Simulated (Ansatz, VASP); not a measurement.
**Two plane-wave programs on Ta**

INCAR

```
SYSTEM = Ta
PREC = Accurate
ENCUT = 520
EDIFF = 1E-8
ISMEAR = -1
SIGMA = 0.05
LREAL = .FALSE.
LASPH = .TRUE.
NELM = 60
ALGO = Normal
ISIF = 2
LWAVE = .FALSE.
LCHARG = .FALSE.
GGA = PS
LEFG = .TRUE.
NBANDS = 12
```

KPOINTS

```
regular mesh
0
G
  14 14 14
  0 0 0
```

POSCAR

```
Ta
1.0
   -1.6549278069      1.6549278069      1.6549278069
    1.6549278069     -1.6549278069      1.6549278069
    1.6549278069      1.6549278069     -1.6549278069
Ta
1
Direct
    0.0000000000      0.0000000000      0.0000000000
```

Input for Ansatz:

```yaml
crystal:
  lattice:
    - [-1.6549278069, 1.6549278069, 1.6549278069]
    - [1.6549278069, -1.6549278069, 1.6549278069]
    - [1.6549278069, 1.6549278069, -1.6549278069]
  atoms:
    - { symbol: Ta, position: [0.0, 0.0, 0.0] }
kpoints:
  mp_grid: { grid: [14, 14, 14] }
  band_path:
    path:
      - [0.0, 0.0, 0.0]
      - [0.5, -0.5, 0.5]
      - [0.0, 0.0, 0.5]
      - [0.0, 0.0, 0.0]
      - [0.25, 0.25, 0.25]
      - [0.5, -0.5, 0.5]
      - [0.25, 0.25, 0.25]
      - [0.0, 0.0, 0.5]
    npoints: 5
scf:
  occupations: { method: fermi_dirac, width: 0.05 }
hamiltonian:
  xc: pbesol
  pseudopotentials: { kind: paw }
output:
  forces: true
  stress: true
  eigenvalues: true
  efg: { contact_densities: true }
```

Alike in both runs: task electric field gradients; functional PBEsol; k mesh 14 × 14 × 14; occupations fermi-dirac, width 0.05 eV; no spin polarisation.

|  | VASP | Ansatz |
| --- | --- | --- |
| version | VASP 6.6.1 | Ansatz 0.2.0 |
| potentials or method | VASP PAW PBE potentials, release 64 (Ta_pv) | PAW with Ansatz's default frozen-core files, scalar-relativistic |
| plane-wave cutoff (eV) | 520 | 420 |
| valence electrons in the cell | 11 | 13 |

|  | VASP | Ansatz | Ansatz less VASP |
| --- | --- | --- | --- |
| pressure (GPa) | -5.0 | -5.1 | -0.14 |

VASP's potentials were made for PBE, not for PBEsol. VASP's potentials hold 11 valence electrons a cell and Ansatz's 13, so a difference there can come from the potentials and not from the codes.

Spin-orbit coupling is off throughout.
